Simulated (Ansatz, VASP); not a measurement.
**V: VASP beside Ansatz**

File INCAR:

```
PREC = Accurate ; ENCUT = 520
EDIFF = 1E-6 ; ISMEAR = 0
SIGMA = 0.15 ; LREAL = F
LASPH = T ; NELM = 80
ALGO = Fast ; ISIF = 2
LWAVE = F ; LCHARG = F
GGA = PE ; NBANDS = 12
```

KPOINTS

```
Automatic mesh
0
Gamma
  24 24 24
```

POSCAR

```
V
1.0
    0.0000000000      1.7832632747      2.1399159297
    1.7832632747      0.0000000000      2.1399159297
    1.7832632747      1.7832632747      0.0000000000
V
1
Direct
    0.0000000000      0.0000000000      0.0000000000
```

Input for Ansatz:

```yaml
crystal:
  lattice:
    - [0.0, 1.7832632747, 2.1399159297]
    - [1.7832632747, 0.0, 2.1399159297]
    - [1.7832632747, 1.7832632747, 0.0]
  atoms:
    - { symbol: V, position: [0.0, 0.0, 0.0] }
basis:
  ecutwfc: 420
kpoints:
  mp_grid: { grid: [24, 24, 24] }
hamiltonian:
  xc: pbe
scf:
  occupations: { method: gaussian, width: 0.15 }
output:
  forces: true
  stress: true
  eigenvalues: true
```

Alike in both runs: task single point; functional PBE; k mesh 24 × 24 × 24; occupations gaussian, width 0.15 eV; no spin polarisation.

|  | VASP | Ansatz |
| --- | --- | --- |
| version | VASP 6.6.1 | Ansatz 0.2.0 |
| potentials or method | VASP PAW PBE potentials, release 64 (V_sv), cutoff 520 eV | scalar-relativistic, plane waves, PAW |
| valence electrons in the cell | 13 | 13 |

|  | VASP | Ansatz | Ansatz less VASP |
| --- | --- | --- | --- |
| gap on the k mesh at the Fermi level (eV) | none | none | - |
| pressure (GPa) | 0.9 | 0.6 | -0.34 |
| traceless stress, the component that is largest in VASP (GPa) | 7.62 | 7.66 | +0.032 |

A gap of «none» marks a metal or a gap that the smearing closes. The functional is the same, so the differences come from potentials, cutoffs and numerics.
